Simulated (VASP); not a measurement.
A run of VASP 6.6.1 is set up as follows.

The input INCAR:

```
SYSTEM = Mo
ALGO = Normal
EDIFF = 1E-6
ENCUT = 520
ISIF = 2
ISMEAR = 0
LASPH = .TRUE.
LCHARG = .FALSE.
LREAL = .FALSE.
LWAVE = .FALSE.
NBANDS = 13
NELM = 60
PREC = Accurate
SIGMA = 0.15
```

Contents of KPOINTS:

```
k-points
0
G
  22 22 22
  0 0 0
```

The input POSCAR:

```
Mo
1.0
   -1.4453200000      1.4453200000      1.4453200000
    1.4453200000     -1.4453200000      1.4453200000
    1.4453200000      1.4453200000     -1.4453200000
Mo
1
Direct
    0.0000000000      0.0000000000      0.0000000000
```

Potentials or basis: VASP PAW LDA potentials, release 64 (Mo_sv).

The run is started by

```sh
$ cat potpaw_LDA.64/Mo_sv/POTCAR > POTCAR
$ mpirun -np 1 vasp_std > vasp.out
```

Problem. Estimate the band gap on the k mesh.

Solution. Zero (band 7 reaches 22.81 eV, above the bottom of band 8 at 15.12 eV).

Problem. Estimate the pressure.

Solution. 103.4 GPa.

Caveat: the cell differs from its parent crystal (strain -0.080 along x and y, -0.080 along z).
